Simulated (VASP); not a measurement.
The system is PtSe2 (Sudovikovite).

```
Pt Se
1.0
     3.64798    0.00000    0.00000
    -1.82399    3.15924    0.00000
     0.00000    0.00000    4.95866
Pt Se
1 2
Direct
  0.00000 0.00000 0.00000
  0.66667 0.33333 0.75000
  0.33333 0.66667 0.25000
```

Base run:

```yaml
Program: VASP 6.6.1
Functional: BLYP
Dispersion: D4
Potentials_or_basis: VASP PAW PBE potentials, release 64 (Pt, Se)
Cutoff: 520 eV
k_mesh: 8 × 8 × 5
Occupations: fermi-dirac, width 0.05 eV
Spin: no spin polarisation
```

Its results: band gap on the k mesh zero (band 11 reaches 8.28 eV, above the bottom of band 12 at 8.03 eV); pressure 18.4 GPa; largest force 2.085 eV/Å.

Problem. The run is repeated on the same cell with these changes: functional from BLYP to PBEsol. What comes out?

Solution. Band gap on the k mesh zero (band 11 reaches 7.71 eV, above the bottom of band 12 at 7.37 eV); pressure 9.7 GPa; largest force 1.241 eV/Å.

PBEsol binds more tightly than BLYP, so the same cell stands under less pressure.

Caveats: the PAW data sets were made with another functional, which shifts forces and pressure a little; spin-orbit coupling is left out, which moves the levels of the heavy elements; pairwise dispersion overbinds metals, which lowers pressure and volume.
